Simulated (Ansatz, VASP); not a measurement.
# BN in VASP and in Ansatz

INCAR

```
PREC     = Accurate       # precision mode
ENCUT    = 600            # plane-wave cutoff, eV
EDIFF    = 1E-6           # SCF threshold, eV
ISMEAR   = 0              # smearing method
SIGMA    = 0.05           # smearing width, eV
LREAL    = False          # projectors in reciprocal space
LASPH    = True           # aspherical terms in the spheres
NELM     = 120            # most SCF steps
ALGO     = Normal         # electronic algorithm
ISIF     = 2              # what is computed and relaxed
LWAVE    = False          # write WAVECAR
LCHARG   = True           # write CHGCAR
GGA      = CA             # functional
LELF     = True           # ELF
LVHAR    = True         
NBANDS   = 11             # bands
GGA_COMPAT= False
```

File KPOINTS:

```
regular mesh
0
Gamma
  12 12 12
```

File POSCAR:

```
BN
1.0
    1.2511217832      0.7223354983      3.3729344033
   -1.2511217832      0.7223354983      3.3729344033
    0.0000000000     -1.4446709967      3.3729344033
B N
1 1
Direct
    0.9098603381      1.0697168786      0.9897886084
    0.3327618000      0.3327618000      0.3327618000
```

Input for Ansatz:

```yaml
crystal:
  lattice:
    - [1.2511217832, 0.7223354983, 3.3729344033]
    - [-1.2511217832, 0.7223354983, 3.3729344033]
    - [0.0, -1.4446709967, 3.3729344033]
  atoms:
    - { symbol: B, position: [0.9098603381, 1.0697168786, 0.9897886084] }
    - { symbol: "N", position: [0.3327618, 0.3327618, 0.3327618] }
basis:
  ecutwfc: 420
kpoints:
  mp_grid: { grid: [12, 12, 12] }
hamiltonian:
  xc: lda
scf:
  occupations: { method: gaussian, width: 0.05 }
output:
  forces: true
  stress: true
  eigenvalues: true
```

Alike in both runs: task single point; functional LDA; k mesh 12 × 12 × 12; occupations gaussian, width 0.05 eV; no spin polarisation.

|  | VASP | Ansatz |
| --- | --- | --- |
| version | VASP 6.6.1 | Ansatz 0.2.0 |
| potentials or method | VASP PAW LDA potentials, release 64 (B, N), cutoff 600 eV | scalar-relativistic, plane waves, PAW |
| valence electrons in the cell | 8 | 8 |

|  | VASP | Ansatz | Ansatz less VASP |
| --- | --- | --- | --- |
| gap on the k mesh at the Fermi level (eV) | 2.11 | 2.13 | +0.015 |
| least direct gap on the mesh (eV) | 3.75 | 3.76 | +0.009 |
| pressure (GPa) | 10.3 | 10.2 | -0.05 |
| traceless stress, the component that is largest in VASP (GPa) | 25.35 | 25.44 | +0.090 |
| rms of the force components (eV/Å) | 5.062 | 5.084 | +0.0228 |

LDA's correlation is that of Perdew and Zunger in VASP and of Perdew and Wang (1992) in Ansatz. Atom by atom the forces differ by 0.024 eV/Å (rms over components).
